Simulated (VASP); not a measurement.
# W (Im-3m) in VASP: further runs, part 2 of 2

VASP 6.6.1. The steps go on from the part before.

## Step 3: Single point, LDA

INCAR

```
PREC     = Accurate       # precision mode
ENCUT    = 520            # plane-wave cutoff, eV
EDIFF    = 1E-7           # SCF threshold, eV
ISMEAR   = 0              # smearing method
SIGMA    = 0.1            # smearing width, eV
LREAL    = False          # projectors in reciprocal space
LASPH    = True           # aspherical terms in the spheres
NELM     = 80             # most SCF steps
ALGO     = Normal         # electronic algorithm
ISIF     = 2              # what is computed and relaxed
LWAVE    = False          # write WAVECAR
LCHARG   = True           # write CHGCAR
LELF     = True           # ELF
LVHAR    = True         
NBANDS   = 13             # bands
```

KPOINTS

```
regular mesh
0
Gamma
  18 18 18
```

POSCAR

```
W
1.0
   -1.5679399286      1.5679399286      1.5679399286
    1.5679399286     -1.5679399286      1.5679399286
    1.5679399286      1.5679399286     -1.5679399286
W
1
Direct
    0.0000000000      0.0000000000      0.0000000000
```

Potentials or basis: VASP PAW LDA potentials, release 64 (W_sv).

Command:

```console
> cat potpaw_LDA.64/W_sv/POTCAR > POTCAR
> mpirun -np 1 vasp_std > vasp.out
```

OUTCAR:

```text
PREC = Accurate
   ENCUT = 520
   EDIFF = 1E-7
   ISMEAR = 0
   LREAL = False
   LASPH = True
   NELM = 80
   ISIF = 2

 ion  position               nearest neighbor table
   1  0.000  0.000  0.000-

  LATTYP: Found a body centered cubic cell.
 ALAT       =     3.1358798572

  Lattice vectors:

 A1 = (  -1.5679399286,   1.5679399286,   1.5679399286)
 A2 = (   1.5679399286,  -1.5679399286,   1.5679399286)
 A3 = (   1.5679399286,   1.5679399286,  -1.5679399286)

Analysis of symmetry for initial positions (statically):
=====================================================================
 Subroutine PRICEL returns:
 Original cell was already a primitive cell.

 Routine SETGRP: Setting up the symmetry group for a
 body centered cubic supercell.

 Subroutine GETGRP returns: Found 48 space group operations
 (whereof 48 operations were pure point group operations)
 out of a pool of 48 trial point group operations.

The static configuration has the point symmetry O_h .

Analysis of symmetry for dynamics (positions and initial velocities):
=====================================================================
 Subroutine PRICEL returns:
 Original cell was already a primitive cell.

 Routine SETGRP: Setting up the symmetry group for a
 body centered cubic supercell.

 Subroutine GETGRP returns: Found 48 space group operations
 (whereof 48 operations were pure point group operations)
 out of a pool of 48 trial point group operations.

The dynamic configuration has the point symmetry O_h .

 Subroutine INISYM returns: Found 48 space group operations
 (whereof 48 operations are pure point group operations),
 and found     1 'primitive' translations

----------------------------------------------------------------------------------------

                                     Primitive cell

  volume of cell :      15.4187

  direct lattice vectors                    reciprocal lattice vectors
    -1.567939929  1.567939929  1.567939929     0.000000000  0.318889768  0.318889768
     1.567939929 -1.567939929  1.567939929     0.318889768  0.000000000  0.318889768
     1.567939929  1.567939929 -1.567939929     0.318889768  0.318889768  0.000000000

  length of vectors
     2.715751620  2.715751620  2.715751620     0.450978235  0.450978235  0.450978235

  position of ions in fractional coordinates (direct lattice)
     0.000000000  0.000000000  0.000000000

  ion indices of the primitive-cell ions
   primitive index   ion index
                 1           1

----------------------------------------------------------------------------------------

 KPOINTS: regular mesh

Automatic generation of k-mesh.
 Grid dimensions read from file:
 generate k-points for:   18   18   18

 Generating k-lattice:

  Cartesian coordinates                     Fractional coordinates (reciprocal lattice)
     0.000000000  0.017716098  0.017716098     0.055555556  0.000000000  0.000000000
     0.017716098  0.000000000  0.017716098     0.000000000  0.055555556  0.000000000
     0.017716098  0.017716098  0.000000000     0.000000000  0.000000000  0.055555556

  Length of vectors
     0.025054346  0.025054346  0.025054346

  Shift w.r.t. Gamma in fractional coordinates (k-lattice)
     0.000000000  0.000000000  0.000000000

 Subroutine IBZKPT returns following result:
 ===========================================

 Found    195 irreducible k-points:

 Following reciprocal coordinates:
            Coordinates               Weight
  0.000000  0.000000  0.000000      1.000000
  0.055556  0.000000  0.000000     12.000000
  0.111111  0.000000  0.000000     12.000000
  0.166667  0.000000  0.000000     12.000000
  0.222222  0.000000  0.000000     12.000000
  0.277778  0.000000  0.000000     12.000000
[... 16 lines left out ...]
  0.333333  0.111111  0.000000     48.000000
  0.388889  0.111111  0.000000     48.000000
 [... further k-points ...]
   k-points           NKPTS =    195   k-points in BZ     NKDIM =    195   number of bands    NBANDS=     13
   number of dos      NEDOS =    301   number of ions     NIONS =      1
   total plane-waves  NPLWV =   8000
   dimension x,y,z NGX =    20 NGY =   20 NGZ =   20
   dimension x,y,z NGXF=    40 NGYF=   40 NGZF=   40
   ions per type =               1
   NGX,Y,Z   is equivalent  to a cutoff of  12.24, 12.24, 12.24 a.u.
   NGXF,Y,Z  is equivalent  to a cutoff of  24.49, 24.49, 24.49 a.u.
 SYSTEM =  unknown system
   PREC   = accura    normal or accurate (medium, high low for compatibility)
   ISTART =      0    job   : 0-new  1-cont  2-samecut
   ICHARG =      2    charge: 1-file 2-atom 10-const
   ISPIN  =      1    spin polarized calculation?
   LNONCOLLINEAR =      F non collinear calculations
   LSORBIT =      F    spin-orbit coupling
   LASPH  =      T    aspherical Exc in radial PAW
   ENCUT  =  520.0 eV  38.22 Ry    6.18 a.u.   5.05  5.05  5.05*2*pi/ulx,y,z
   NELM   =     80;   NELMIN=  2; NELMDL= -5     # of ELM steps
   EDIFF  = 0.1E-06   stopping-criterion for ELM
   LREAL  =      F    real-space projection
   EDIFFG = 0.1E-05   stopping-criterion for IOM
   NSW    =      0    number of steps for IOM
   IBRION =     -1    ionic relax: 0-MD 1-quasi-New 2-CG
   NFREE  =      0    steps in history (QN), initial steepest desc. (CG)
   ISIF   =      2    stress and relaxation
   ISYM   =      2    0-nonsym 1-usesym 2-fastsym
   POTIM  = 0.5000    time-step for ionic-motion
   TEBEG  =    0.0;   TEEND  =   0.0 temperature during run
   PSTRESS=    0.0 pullay stress
   NELECT =      14.0000    total number of electrons
   NUPDOWN=      -1.0000    fix difference up-down
   EMIN   =  10.00;   EMAX   =-10.00  energy-range for DOS
   EFERMI =   0.00;   METHOD = LEGACY
   ISMEAR =     0;   SIGMA  =   0.10  broadening in eV -4-tet -1-fermi 0-gaus
   EFERMI_NEDOS =   21; number of points for ismear=-14 and -15
   IALGO  =     38    algorithm
   IMIX   =      4    mixing-type and parameters
     AMIX     =   0.40;   BMIX     =  1.00
     AMIX_MAG =   1.60;   BMIX_MAG =  1.00
  volume/ion in A,a.u.               =      15.42       104.05
  Fermi-wavevector in a.u.,A,eV,Ry     =   1.585263  2.995713 34.192257  2.513060
  Thomas-Fermi vector in A             =   2.684755
   LORBIT       =      0    0 simple, 1 ext, 2 COOP (PROOUT), +10 PAW based schemes
   GGA     = CA    functional components
   LHFCALC =     F    Hartree Fock is set to
   AEXX    =    0.0000 exact exchange contribution
   IVDW    =     0    specifies the selected vdW correction
   LEPSILON=     F    determine dielectric tensor
   LRPA    =     F    only Hartree local field effects (RPA)
 non-spin polarized calculation
 Gauss-broadening in eV      SIGMA  =   0.10
  energy-cutoff  :      520.00
  volume of cell :       15.42
 maximum number of plane-waves:       430
   NGX =  9   NGY =  9   NGZ =  9

 number of electron      14.0000004 magnetization

 Free energy of the ion-electron system (eV)
  ---------------------------------------------------
  ext. energy  EPLUGINS =         0.00000000
  ---------------------------------------------------
  free energy    TOTEN  =       -14.10069461 eV

  energy without entropy =      -14.09694490  energy(sigma->0) =      -14.09881976

 E-fermi :  11.7136     XC(G=0): -13.9859

 val. band max:       11.6917295772   @ k =   0.3889   0.0556   0.0556
 cond. band min:      11.7143903820   @ k =  -0.2778   0.3333   0.2222
 fundamental gap:      0.0226608048
 Fermi energy:        11.7136108464

 k-point     1 :       0.0000    0.0000    0.0000
  band No.  band energies     occupation
      1     -61.9889      2.00000
      2     -25.7525      2.00000
      3     -25.7525      2.00000
      4     -25.7525      2.00000
      5       2.0320      2.00000
      6      10.4173      2.00000
      7      10.4173      2.00000
      8      10.4173      2.00000
      9      13.9791      0.00000
     10      13.9791      0.00000
     11      26.3635      0.00000
     12      26.3635      0.00000
     13      26.3635      0.00000

 k-point     2 :       0.0556    0.0000    0.0000
  band No.  band energies     occupation
      1     -61.9843      2.00000
      2     -25.7997      2.00000
      3     -25.7671      2.00000
      4     -25.7528      2.00000
      5       2.1880      2.00000
      6      10.3222      2.00000
      7      10.3971      2.00000
      8      10.5675      2.00000
      9      13.8244      0.00000
     10      13.9797      0.00000
     11      26.4986      0.00000
[... 339 lines left out ...]
 k-point    24 :       0.3889    0.1111    0.0000
  band No.  band energies     occupation
      1     -61.8324      2.00000
      2     -27.0986      2.00000
      3     -26.2564      2.00000
      4     -25.8254      2.00000
      5       5.7516      2.00000
      6       8.1721      2.00000
      7      11.2737      2.00000
      8      13.7765      0.00000
      9      15.1605      0.00000
     10      18.4117      0.00000
     11      23.0612      0.00000
     12      24.5136      0.00000
     13      29.0186      0.00000

 [... further k-points ...]
[... 5 lines left out ...]
  --------------------------------------------------------------------------------------
  -------------------------------------------------------------------------------------
  Total        0.1881109      0.1881109      0.1881109      0.0000000      0.0000000     -0.0000000
  in kB       19.5468323     19.5468323     19.5468323      0.0000000      0.0000000     -0.0000000
  external PRESSURE =      19.5468323 kB  Pullay stress =       0.0000000 kB

 VOLUME and BASIS-vectors are now :
 -----------------------------------------------------------------------------
  energy-cutoff  :      520.00
  volume of cell :       15.42
      direct lattice vectors                 reciprocal lattice vectors
    -1.567939929  1.567939929  1.567939929     0.000000000  0.318889768  0.318889768
     1.567939929 -1.567939929  1.567939929     0.318889768  0.000000000  0.318889768
     1.567939929  1.567939929 -1.567939929     0.318889768  0.318889768  0.000000000

 POSITION                                       TOTAL-FORCE (eV/Angst)
 -----------------------------------------------------------------------------------
      0.00000      0.00000      0.00000         0.000000      0.000000      0.000000
 -----------------------------------------------------------------------------------
    total drift:                                0.000000      0.000000      0.000000

  FREE ENERGIE OF THE ION-ELECTRON SYSTEM (eV)
  ---------------------------------------------------
  free  energy   TOTEN  =       -14.1006946141 eV

  energy  without entropy=      -14.0969448966  energy(sigma->0) =      -14.09881976
```

It took 15 s on 1 thread of Intel Xeon Platinum 8488C (Sapphire Rapids), shared host; peak memory 0.14 GiB.

What came out:

```yaml
Free_energy: -14.1007 eV
Pressure: 2.0 GPa
Band_gap_on_the_k_mesh: zero (band 7 reaches 17.07 eV, above the bottom of band 8 at 10.42 eV)
```

Caveat: spin-orbit coupling is left out, which moves the levels of the heavy elements.

## Step 4: Relaxation of cell and atoms, LDA

INCAR

```
SYSTEM = W
ALGO = Normal
EDIFF = 1E-7
EDIFFG = -0.005
ENCUT = 600
GGA = CA
IBRION = 2
ISIF = 3
ISMEAR = 0
LASPH = .TRUE.
LCHARG = .FALSE.
LREAL = .FALSE.
LWAVE = .FALSE.
NELM = 80
NSW = 100
PREC = Accurate
SIGMA = 0.1
```

KPOINTS

```
k-points
0
G
  18 18 18
  0 0 0
```

POSCAR

```
W
1.0
   -1.5687172926      1.5687172926      1.5687172926
    1.5687172926     -1.5687172926      1.5687172926
    1.5687172926      1.5687172926     -1.5687172926
W
1
Direct
    0.0000000000      0.0000000000      0.0000000000
```

Command:

```console
> cat potpaw_LDA.64/W_sv/POTCAR > POTCAR
> mpirun -np 1 vasp_std > vasp.out
```

It took 28 s on 1 thread of Intel Xeon Platinum 8488C (Sapphire Rapids), shared host; peak memory 0.16 GiB.

Results (log left out):

```
Free energy                            : -14.1014 eV
Relaxed volume                         : 15.51 Å³/atom
Relaxed cell                           : a = 2.721 Å, b = 2.721 Å, c = 2.721 Å, α = 109.47°, β = 109.47°, γ = 109.47°
Space group after relaxing (to 0.05 Å) : Im-3m (No. 229)
Energy gained by relaxing              : 0.3 meV/atom
Ionic steps                            : 3
Pressure after relaxing                : 0.0 GPa
Band gap on the k mesh                 : zero (band 7 reaches 16.94 eV, above the bottom of band 8 at 10.34 eV)
```

The path:
```csv
step,energy change (eV),largest force (eV/Å),pressure (GPa),volume (Å³)
1,0.0000,0.0000,1.50,15.44
2,0.0040,0.0000,-5.33,15.77
3,-0.0003,0.0000,-0.03,15.51
```

Final structure:
```
W
1.0
    -1.57105    1.57105    1.57105
     1.57105   -1.57105    1.57105
     1.57105    1.57105   -1.57105
W
1
Direct
  0.00000 0.00000 0.00000
```

Levels at points of the mesh, in eV from the Fermi level:
| k point | band 5 | band 6 | band 7 | band 8 | band 9 | band 10 |
| --- | --- | --- | --- | --- | --- | --- |
| (0.00, 0.00, 0.00) | -9.65 | -1.29 | -1.29 | -1.29 | 2.25 | 2.25 |
| (0.50, 0.00, 0.00) | -6.39 | -3.68 | 0.93 | 2.17 | 3.16 | 6.34 |
| (0.50, 0.50, 0.50) | -6.01 | -6.01 | 5.32 | 5.32 | 5.32 | 8.55 |

Caveat: spin-orbit coupling is left out, which moves the levels of the heavy elements.

## Step 5: Overview

| task | cell | k mesh | cutoff (eV) | gap on the mesh (eV) | pressure (GPa) |
| --- | --- | --- | --- | --- | --- |
| single point | a = 2.717 Å, angles 109.5°, 1 atom | 8 × 8 × 8 | 520 | none | 2.1 |
| single point | a = 2.716 Å, angles 109.5°, 1 atom | 18 × 18 × 18 | 520 | none | 2.0 |
| relaxation of cell and atoms | relaxed from a = 2.717 Å, angles 109.5°, 1 atom | 18 × 18 × 18 | 600 | none | 0.0 |

Alike in all rows: level LDA; potentials or basis VASP PAW LDA potentials, release 64 (W_sv); no spin polarisation; smearing gaussian 0.1 eV.

Caveats: spin-orbit coupling is left out, which moves the levels of the heavy elements.

Absolute energies hang on the potentials; compare differences alone.
